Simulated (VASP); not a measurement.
# Ag (Im-3m) in VASP: further runs

The runs below take Ag through relaxation of cell and atoms, with PBEsol.

All numbers are computed with VASP 6.6.1; they aren't measurements. Logs are shortened: lines on timing, memory, paths and dates and some standing lists are left out, and cuts for length are marked.

### 1 The cell of the first run

It takes space group Im-3m (No. 229, cubic). Conventional cell: a = 3.311 Å, b = 3.311 Å, c = 3.311 Å, α = 90.00°, β = 90.00°, γ = 90.00°. Ag (site symmetry m-3m) has 14 Ag at 2.87 to 3.31 Å within 3.8 Å.

### 2 Relaxation of cell and atoms, PBEsol, target pressure 5 GPa, at which the enthalpy is minimised

File INCAR:

```
SYSTEM = Ag
  PREC = Accurate
  ENCUT = 600
  EDIFF = 1E-7
  ISMEAR = -1
  SIGMA = 0.05
  LREAL = .False.
  LASPH = .True.
  NELM = 60
  ALGO = Normal
  ISIF = 3
  LWAVE = .False.
  LCHARG = .False.
  GGA = PS
  IBRION = 2
  NSW = 80
  EDIFFG = -0.01
  PSTRESS = 50.0
```

File KPOINTS:

```
Automatic mesh
0
Gamma
  11 11 11
  0 0 0
```

File POSCAR:

```
Ag
1.0
   -1.6556540000      1.6556540000      1.6556540000
    1.6556540000     -1.6556540000      1.6556540000
    1.6556540000      1.6556540000     -1.6556540000
Ag
1
Direct
    0.0000000000      0.0000000000      0.0000000000
```

Potentials or basis: VASP PAW PBE potentials, release 64 (Ag).

On the command line:

```bash
cat potpaw_PBE.64/Ag/POTCAR > POTCAR
mpirun -np 1 vasp_std > vasp.out
```

OUTCAR:

```text
SYSTEM = Ag
   PREC = Accurate
   ENCUT = 600
   EDIFF = 1E-7
   ISMEAR = -1
   LREAL = .False.
   LASPH = .True.
   NELM = 60
   ISIF = 3
   GGA = PS
   IBRION = 2
   NSW = 80
   EDIFFG = -0.01
   PSTRESS = 50.0

 ion  position               nearest neighbor table
   1  0.000  0.000  0.000-

  LATTYP: Found a body centered cubic cell.
 ALAT       =     3.3113080000

  Lattice vectors:

 A1 = (  -1.6556540000,   1.6556540000,   1.6556540000)
 A2 = (   1.6556540000,  -1.6556540000,   1.6556540000)
 A3 = (   1.6556540000,   1.6556540000,  -1.6556540000)

Analysis of symmetry for initial positions (statically):
=====================================================================
 Subroutine PRICEL returns:
 Original cell was already a primitive cell.

 Routine SETGRP: Setting up the symmetry group for a
 body centered cubic supercell.

 Subroutine GETGRP returns: Found 48 space group operations
[... 9 lines left out ...]

 Routine SETGRP: Setting up the symmetry group for a
 body centered cubic supercell.

 Subroutine GETGRP returns: Found 48 space group operations
[... 11 lines left out ...]
                                     Primitive cell

  volume of cell :      18.1538

  direct lattice vectors                    reciprocal lattice vectors
    -1.655654000  1.655654000  1.655654000     0.000000000  0.301995465  0.301995465
     1.655654000 -1.655654000  1.655654000     0.301995465  0.000000000  0.301995465
     1.655654000  1.655654000 -1.655654000     0.301995465  0.301995465  0.000000000

  length of vectors
     2.867676848  2.867676848  2.867676848     0.427086083  0.427086083  0.427086083

  position of ions in fractional coordinates (direct lattice)
     0.000000000  0.000000000  0.000000000

  ion indices of the primitive-cell ions
   primitive index   ion index
                 1           1

----------------------------------------------------------------------------------------

 KPOINTS: Automatic mesh

Automatic generation of k-mesh.
 Grid dimensions read from file:
 generate k-points for:   11   11   11

 Generating k-lattice:

  Cartesian coordinates                     Fractional coordinates (reciprocal lattice)
     0.000000000  0.027454133  0.027454133     0.090909091  0.000000000  0.000000000
     0.027454133  0.000000000  0.027454133     0.000000000  0.090909091  0.000000000
     0.027454133  0.027454133  0.000000000     0.000000000  0.000000000  0.090909091
[... 57 lines left out ...]
   EDIFF  = 0.1E-06   stopping-criterion for ELM
   LREAL  =      F    real-space projection
   EDIFFG = -.1E-01   stopping-criterion for IOM
   NSW    =     80    number of steps for IOM
   IBRION =      2    ionic relax: 0-MD 1-quasi-New 2-CG
   NFREE  =      1    steps in history (QN), initial steepest desc. (CG)
   ISIF   =      3    stress and relaxation
   ISYM   =      2    0-nonsym 1-usesym 2-fastsym
   POTIM  = 0.5000    time-step for ionic-motion
   TEBEG  =    0.0;   TEEND  =   0.0 temperature during run
   PSTRESS=   50.0 pullay stress
   NELECT =      11.0000    total number of electrons
   NUPDOWN=      -1.0000    fix difference up-down
   EMIN   =  10.00;   EMAX   =-10.00  energy-range for DOS
   EFERMI =   0.00;   METHOD = LEGACY
   ISMEAR =    -1;   SIGMA  =   0.05  broadening in eV -4-tet -1-fermi 0-gaus
   EFERMI_NEDOS =   21; number of points for ismear=-14 and -15
   IALGO  =     38    algorithm
   IMIX   =      4    mixing-type and parameters
     AMIX     =   0.40;   BMIX     =  1.00
     AMIX_MAG =   1.60;   BMIX_MAG =  1.00
  volume/ion in A,a.u.               =      18.15       122.51
  Fermi-wavevector in a.u.,A,eV,Ry     =   1.385318  2.617871 26.111022  1.919106
  Thomas-Fermi vector in A             =   2.509739
   LORBIT       =      0    0 simple, 1 ext, 2 COOP (PROOUT), +10 PAW based schemes
   GGA     = PS    functional components
   LHFCALC =     F    Hartree Fock is set to
   AEXX    =    0.0000 exact exchange contribution
   IVDW    =     0    specifies the selected vdW correction
   LEPSILON=     F    determine dielectric tensor
   LRPA    =     F    only Hartree local field effects (RPA)
 conjugate gradient relaxation of ions
 non-spin polarized calculation
  energy-cutoff  :      600.00
  volume of cell :       18.15
 maximum number of plane-waves:       621
   NGX = 11   NGY = 11   NGZ = 11

--------------------------------------- Ionic step        1  -------------------------------------------

 number of electron      11.0000001 magnetization

 Free energy of the ion-electron system (eV)
  ---------------------------------------------------
  ext. energy  EPLUGINS =         0.00000000
  ---------------------------------------------------
  free energy    TOTEN  =        -3.24699455 eV

  energy without entropy =       -3.24352527  energy(sigma->0) =       -3.24525991

------------------------ aborting loop because EDIFF is reached ----------------------------------------

  FORCE on cell =-STRESS in cart. coord.  units (eV):
  Direction    XX          YY          ZZ          XY          YZ          ZX
  --------------------------------------------------------------------------------------
  -------------------------------------------------------------------------------------
  Total       -0.8413074     -0.8413074     -0.8413074      0.0000000      0.0000000      0.0000000
  in kB      -74.2500142    -74.2500142    -74.2500142      0.0000000      0.0000000      0.0000000
  external PRESSURE =    -124.2500142 kB  Pullay stress =      50.0000000 kB
[... 24 lines left out ...]
--------------------------------------- Ionic step        2  -------------------------------------------

 number of electron      10.9999997 magnetization

 E-fermi :  10.4679     XC(G=0): -13.3194

 val. band max:       10.4590775672   @ k =  -0.3636   0.4545   0.0909
 cond. band min:      10.5244225428   @ k =  -0.2727   0.4545   0.0909
 fundamental gap:      0.0653449757
 Fermi energy:        10.4678885641

 k-point     1 :       0.0000    0.0000    0.0000
  band No.  band energies     occupation
      1       1.4846      2.00000
      2       4.9570      2.00000
      3       4.9570      2.00000
      4       4.9570      2.00000
      5       6.6743      2.00000
      6       6.6743      2.00000
      7      28.8757      0.00000
      8      28.8757      0.00000
      9      28.8757      0.00000
[... 349 lines left out ...]
--------------------------------------- Ionic step        4  -------------------------------------------

 number of electron      11.0000000 magnetization

 Free energy of the ion-electron system (eV)
  ---------------------------------------------------
  ext. energy  EPLUGINS =         0.00000000
  ---------------------------------------------------
  free energy    TOTEN  =        -3.27226035 eV

  energy without entropy =       -3.26755203  energy(sigma->0) =       -3.26990619

 E-fermi :   9.0236     XC(G=0): -12.7528

 val. band max:        9.0127188858   @ k =  -0.2727   0.4545   0.0909
 cond. band min:       9.0679153382   @ k =  -0.4545   0.4545   0.0909
 fundamental gap:      0.0551964524
 Fermi energy:         9.0235904619

 k-point     1 :       0.0000    0.0000    0.0000
  band No.  band energies     occupation
      1       0.7928      2.00000
      2       3.9375      2.00000
      3       3.9375      2.00000
      4       3.9375      2.00000
      5       5.4187      2.00000
      6       5.4187      2.00000
      7      27.1840      0.00000
      8      27.1840      0.00000
      9      27.1840      0.00000
[... 308 lines left out ...]
  energy  without entropy=       -3.2675520274  energy(sigma->0) =       -3.26990619

  enthalpy is  TOTEN    =        -2.7694871163 eV   P V=        0.5027732326

 reached required accuracy - stopping structural energy minimisation
```

Wall time 21 s (1 thread of AMD EPYC 9R45 (Zen 5), shared host); peak memory 0.12 GiB.

What came out:

* Free energy: -3.2723 eV
* Relaxed volume: 16.11 Å³/atom
* Relaxed cell: a = 2.756 Å, b = 2.756 Å, c = 2.756 Å, α = 109.47°, β = 109.47°, γ = 109.47°
* Space group after relaxing (to 0.05 Å): Im-3m (No. 229)
* Energy change on relaxing (the enthalpy is what falls): -25.3 meV/atom
* Ionic steps: 4
* Pressure after relaxing: 5.1 GPa

Step by step:
```
step  energy change (eV)  largest force (eV/Å)  pressure (GPa)  volume (Å³)
   1              0.0000                0.0000           -7.43        18.15
   2              0.0865                0.0000           21.82        14.70
   3             -0.0265                0.0000            4.77        16.15
   4             -0.0253                0.0000            5.10        16.11
```

Final structure:
```
Ag
1.0
    -1.59105    1.59105    1.59105
     1.59105   -1.59105    1.59105
     1.59105    1.59105   -1.59105
Ag
1
Direct
  0.00000 0.00000 0.00000
```

Levels at points of the mesh, in eV from the Fermi level:
| k point | band 2 | band 3 | band 4 | band 5 | band 6 | band 7 | band 8 | band 9 |
| --- | --- | --- | --- | --- | --- | --- | --- | --- |
| (0.00, 0.00, 0.00) | -5.09 | -5.09 | -5.09 | -3.60 | -3.60 | 18.16 | 18.16 | 18.16 |

Caveat: the cell is relaxed towards a set pressure, so the enthalpy falls and the energy may rise; the PAW data sets were made with another functional, which shifts forces and pressure a little.

### 3 Relaxation of cell and atoms, PBEsol, target pressure 10 GPa, at which the enthalpy is minimised

File INCAR:

```
SYSTEM = Ag
ALGO = Normal
EDIFF = 1E-6
EDIFFG = -0.01
ENCUT = 600
GGA = PS
IBRION = 2
ISIF = 3
ISMEAR = -1
LASPH = .True.
LCHARG = .False.
LREAL = .False.
LWAVE = .False.
NELM = 80
NSW = 80
PREC = Accurate
PSTRESS = 100.0
SIGMA = 0.05
```

File KPOINTS:

```
k-points
0
Gamma
  11 11 11
  0 0 0
```

POSCAR is that of step 2.

Potentials or basis: VASP PAW PBE potentials, release 64 (Ag).

On the command line:

```bash
cat potpaw_PBE.64/Ag/POTCAR > POTCAR
mpirun -np 1 vasp_std > vasp.out
```

OUTCAR:

```text
SYSTEM = Ag
   EDIFF = 1E-6
   EDIFFG = -0.01
   ENCUT = 600
   GGA = PS
   IBRION = 2
   ISIF = 3
   ISMEAR = -1
   LASPH = .True.
   LREAL = .False.
   NELM = 80
   NSW = 80
   PREC = Accurate
   PSTRESS = 100.0

 ion  position               nearest neighbor table
   1  0.000  0.000  0.000-

  LATTYP: Found a body centered cubic cell.
 ALAT       =     3.3113080000

  Lattice vectors:

 A1 = (  -1.6556540000,   1.6556540000,   1.6556540000)
 A2 = (   1.6556540000,  -1.6556540000,   1.6556540000)
 A3 = (   1.6556540000,   1.6556540000,  -1.6556540000)

Analysis of symmetry for initial positions (statically):
=====================================================================
 Subroutine PRICEL returns:
 Original cell was already a primitive cell.

 Routine SETGRP: Setting up the symmetry group for a
 body centered cubic supercell.

 Subroutine GETGRP returns: Found 48 space group operations
[... 9 lines left out ...]

 Routine SETGRP: Setting up the symmetry group for a
 body centered cubic supercell.

 Subroutine GETGRP returns: Found 48 space group operations
[... 11 lines left out ...]
                                     Primitive cell

  volume of cell :      18.1538

  direct lattice vectors                    reciprocal lattice vectors
    -1.655654000  1.655654000  1.655654000     0.000000000  0.301995465  0.301995465
     1.655654000 -1.655654000  1.655654000     0.301995465  0.000000000  0.301995465
     1.655654000  1.655654000 -1.655654000     0.301995465  0.301995465  0.000000000

  length of vectors
     2.867676848  2.867676848  2.867676848     0.427086083  0.427086083  0.427086083

  position of ions in fractional coordinates (direct lattice)
     0.000000000  0.000000000  0.000000000

  ion indices of the primitive-cell ions
   primitive index   ion index
                 1           1

[... 92 lines left out ...]
  volume/ion in A,a.u.               =      18.15       122.51
  Fermi-wavevector in a.u.,A,eV,Ry     =   1.385318  2.617871 26.111022  1.919106
  Thomas-Fermi vector in A             =   2.509739
   LORBIT       =      0    0 simple, 1 ext, 2 COOP (PROOUT), +10 PAW based schemes
   GGA     = PS    functional components
   LHFCALC =     F    Hartree Fock is set to
   AEXX    =    0.0000 exact exchange contribution
   IVDW    =     0    specifies the selected vdW correction
   LEPSILON=     F    determine dielectric tensor
   LRPA    =     F    only Hartree local field effects (RPA)
 conjugate gradient relaxation of ions
 non-spin polarized calculation
  energy-cutoff  :      600.00
  volume of cell :       18.15
 maximum number of plane-waves:       621
   NGX = 11   NGY = 11   NGZ = 11

--------------------------------------- Ionic step        1  -------------------------------------------

 number of electron      11.0000001 magnetization

 Free energy of the ion-electron system (eV)
  ---------------------------------------------------
  ext. energy  EPLUGINS =         0.00000000
  ---------------------------------------------------
  free energy    TOTEN  =        -3.24699455 eV

  energy without entropy =       -3.24352527  energy(sigma->0) =       -3.24525991

------------------------ aborting loop because EDIFF is reached ----------------------------------------

  FORCE on cell =-STRESS in cart. coord.  units (eV):
  Direction    XX          YY          ZZ          XY          YZ          ZX
  --------------------------------------------------------------------------------------
  -------------------------------------------------------------------------------------
  Total       -0.8413166     -0.8413166     -0.8413166     -0.0000000     -0.0000000      0.0000000
  in kB      -74.2508308    -74.2508308    -74.2508308     -0.0000000     -0.0000000      0.0000000
  external PRESSURE =    -174.2508308 kB  Pullay stress =     100.0000000 kB
[... 24 lines left out ...]
--------------------------------------- Ionic step        2  -------------------------------------------

 number of electron      11.0000001 magnetization

 E-fermi :  12.0621     XC(G=0): -13.8873

 val. band max:       12.0590103693   @ k =  -0.3636   0.4545   0.0909
 cond. band min:      12.1774775274   @ k =  -0.2727   0.4545   0.0909
 fundamental gap:      0.1184671582
 Fermi energy:        12.0620652482

 k-point     1 :       0.0000    0.0000    0.0000
  band No.  band energies     occupation
      1       2.2558      2.00000
      2       6.0469      2.00000
      3       6.0469      2.00000
      4       6.0469      2.00000
      5       8.0262      2.00000
      6       8.0262      2.00000
      7      30.6060      0.00000
      8      30.6060      0.00000
      9      30.6060      0.00000
[... 460 lines left out ...]
--------------------------------------- Ionic step        7  -------------------------------------------

 number of electron      11.0000004 magnetization

 Free energy of the ion-electron system (eV)
  ---------------------------------------------------
  ext. energy  EPLUGINS =         0.00000000
  ---------------------------------------------------
  free energy    TOTEN  =        -3.24900712 eV

  energy without entropy =       -3.24410000  energy(sigma->0) =       -3.24655356

 E-fermi :   9.5006     XC(G=0): -12.9453

 val. band max:        9.4797382170   @ k =  -0.3636   0.4545   0.0909
 cond. band min:       9.5097754423   @ k =  -0.4545   0.4545   0.0909
 fundamental gap:      0.0300372253
 Fermi energy:         9.5006023672

 k-point     1 :       0.0000    0.0000    0.0000
  band No.  band energies     occupation
      1       1.0197      2.00000
      2       4.2771      2.00000
      3       4.2771      2.00000
      4       4.2771      2.00000
      5       5.8357      2.00000
      6       5.8357      2.00000
      7      27.7550      0.00000
      8      27.7550      0.00000
      9      27.7550      0.00000
[... 308 lines left out ...]
  energy  without entropy=       -3.2441000023  energy(sigma->0) =       -3.24655356

  enthalpy is  TOTEN    =        -2.2745736558 eV   P V=        0.9744334668

 reached required accuracy - stopping structural energy minimisation
```

OSZICAR:

```text
N       E                     dE             d eps       ncg     rms          rms(c)
DAV:   1     0.491368506408E+02    0.49137E+02   -0.61749E+03  1024   0.123E+03
DAV:   2    -0.315815995266E+01   -0.52295E+02   -0.50657E+02  1049   0.221E+02
DAV:   3    -0.356770175109E+01   -0.40954E+00   -0.40876E+00  1152   0.241E+01
[... 50 lines left out ...]
DAV:   1    -0.324965890825E+01    0.13516E-02   -0.12305E-02  1015   0.138E+00    0.162E-01
DAV:   2    -0.324902387663E+01    0.63503E-03   -0.27625E-03  1013   0.577E-01    0.522E-02
DAV:   3    -0.324900908082E+01    0.14796E-04   -0.38279E-05  1055   0.625E-02    0.339E-02
DAV:   4    -0.324900713884E+01    0.19420E-05   -0.60024E-06  1051   0.234E-02    0.178E-03
DAV:   5    -0.324900712259E+01    0.16249E-07   -0.38413E-08   509   0.225E-03
   7 F= -.22745737E+01 E0= -.22721201E+01  d E =-.354295E-04
```

CONTCAR:

```text
Ag
   1.00000000000000
    -1.5744695316576549    1.5744695316576549    1.5744695316576549
     1.5744695316576549   -1.5744695316576549    1.5744695316576549
     1.5744695316576549    1.5744695316576549   -1.5744695316576549
  Ag
     1
Direct
     0.0000000000000000    0.0000000000000000    0.0000000000000000

  0.00000000E+00  0.00000000E+00  0.00000000E+00
```

Wall time 31 s (1 thread of AMD EPYC 9R45 (Zen 5), shared host); peak memory 0.12 GiB.

Results:

* Free energy: -3.2490 eV
* Relaxed volume: 15.61 Å³/atom
* Relaxed cell: a = 2.727 Å, b = 2.727 Å, c = 2.727 Å, α = 109.47°, β = 109.47°, γ = 109.47°
* Space group after relaxing (to 0.05 Å): Im-3m (No. 229)
* Energy change on relaxing (the enthalpy is what falls): -2.0 meV/atom
* Ionic steps: 7
* Pressure after relaxing: 10.0 GPa

The path:
```tsv
step	energy change (eV)	largest force (eV/Å)	pressure (GPa)	volume (Å³)
1	0.0000	0.0000	-7.43	18.15
2	0.3485	0.0000	47.23	13.44
3	-0.0061	0.0000	9.25	15.68
4	-0.0029	0.0000	9.81	15.63
5	0.0001	0.0000	10.33	15.58
6	-0.0040	0.0000	9.67	15.64
7	-0.0020	0.0000	9.98	15.61
```

Final structure:
```
Ag
1.0
    -1.57447    1.57447    1.57447
     1.57447   -1.57447    1.57447
     1.57447    1.57447   -1.57447
Ag
1
Direct
  0.00000 0.00000 0.00000
```

Levels at points of the mesh, in eV from the Fermi level:
| k point | band 1 | band 2 | band 3 | band 4 | band 5 | band 6 | band 7 | band 8 | band 9 |
| --- | --- | --- | --- | --- | --- | --- | --- | --- | --- |
| (0.00, 0.00, 0.00) | -8.48 | -5.22 | -5.22 | -5.22 | -3.66 | -3.66 | 18.25 | 18.25 | 18.25 |

Caveat: the cell is relaxed towards a set pressure, so the enthalpy falls and the energy may rise; the PAW data sets were made with another functional, which shifts forces and pressure a little.
